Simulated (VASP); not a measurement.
Write the native input for VASP 6.6.1 that does the following.

| Quantity | Value |
| --- | --- |
| Task | single point |
| Functional | PBE |
| Potentials or basis | VASP PAW PBE potentials, release 64 (Ho_3, Nb_sv, I), 4f in core |
| Cutoff | 500 eV |
| k mesh | 4 × 4 × 2 |
| Occupations | gaussian, width 0.2 eV |
| Spin | no spin polarisation |
| Dipole correction | no |
| Further INCAR settings | ALGO = Normal; EDIFF = 1e-06; NBANDS = 66 |

The structure of HoNb3I lies in POSCAR:

```
HoNb3I
1.0
    5.0352891052      0.0000000000      0.0000000000
    0.0000000000      5.0352891052      0.0000000000
    0.0000000000      0.0000000000     10.0705782104
Ho Nb I
2 6 2
Direct
    1.0000000000      0.0000000000      0.0000000000
    1.0000000000      0.0000000000      0.5000000000
    0.5000000000      0.0000000000      0.5000000000
    0.5000000000      0.0000000000      1.0000000000
    0.0000000000      0.5000000000      0.5000000000
    0.0000000000      0.5000000000      0.0000000000
    0.0000000000      0.0000000000      0.2500000000
    0.0000000000      0.0000000000      0.7500000000
    0.5000000000      0.5000000000      0.2500000000
    0.5000000000      0.5000000000      0.7500000000
```

The input as run:

INCAR

```
PREC = Accurate
ENCUT = 500
EDIFF = 1E-6
ISMEAR = 0
SIGMA = 0.2
LREAL = False
LASPH = True
NELM = 200
ALGO = Normal
ISIF = 2
LWAVE = False
LCHARG = False
GGA = PE
NBANDS = 66
GGA_COMPAT = False
LMAXMIX = 6
```

KPOINTS

```
regular mesh
0
Gamma
  4 4 2
```

Potentials or basis: VASP PAW PBE potentials, release 64 (Ho_3, Nb_sv, I), 4f in core.

Launch:

```bash
$ cat potpaw_PBE.64/Ho_3/POTCAR potpaw_PBE.64/Nb_sv/POTCAR potpaw_PBE.64/I/POTCAR > POTCAR
$ mpirun -np 1 vasp_std > vasp.out
```

It gave:

* Pressure: 2.4 GPa
* Band gap on the k mesh: zero (bands 55 and 56 overlap by 1.03 eV)

Caveat: spin-orbit coupling is left out, which moves the levels of the heavy elements; the 4f electrons are frozen in the core, so they carry no moment and show no levels; the run has no spin polarisation, though such a crystal can be magnetic.

Run time: 11 min on 1 thread of Intel(R) Xeon(R) Platinum 8259CL CPU @ 2.50GHz (Skylake/Cascade Lake), on a shared host, peak memory 0.46 GiB.
